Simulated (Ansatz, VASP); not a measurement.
**In3As: VASP beside Ansatz**

```xyz
4
Lattice="4.6085 0.0000 0.0000 0.0000 4.6085 0.0000 0.0000 0.0000 4.6085" Properties=species:S:1:pos:R:3 pbc="T T T"
In    2.3043    2.3043    0.0000
In    2.3043    0.0000    2.3043
In    0.0000    2.3043    2.3043
As    0.0000    0.0000    0.0000
```

Alike in both runs: task single point; functional PBE; k mesh 6 × 6 × 6; occupations fermi-dirac, width 0.05 eV; no spin polarisation.

```csv
,VASP,Ansatz
version,VASP 6.6.1,Ansatz 0.2.0
potentials or method,"VASP PAW PBE potentials, release 64 (In_d, As)",Ansatz PAW
plane-wave cutoff (eV),520,420
valence electrons in the cell,44,54
```

|  | VASP | Ansatz | Ansatz less VASP |
| --- | --- | --- | --- |
| gap on the k mesh at the Fermi level (eV) | none | none | - |
| pressure (GPa) | 2.6 | 2.5 | -0.03 |

A gap of «none» marks a metal or a gap that the smearing closes. VASP's potentials hold 44 valence electrons a cell and Ansatz's 54, so a difference there can come from the potentials and not from the codes.
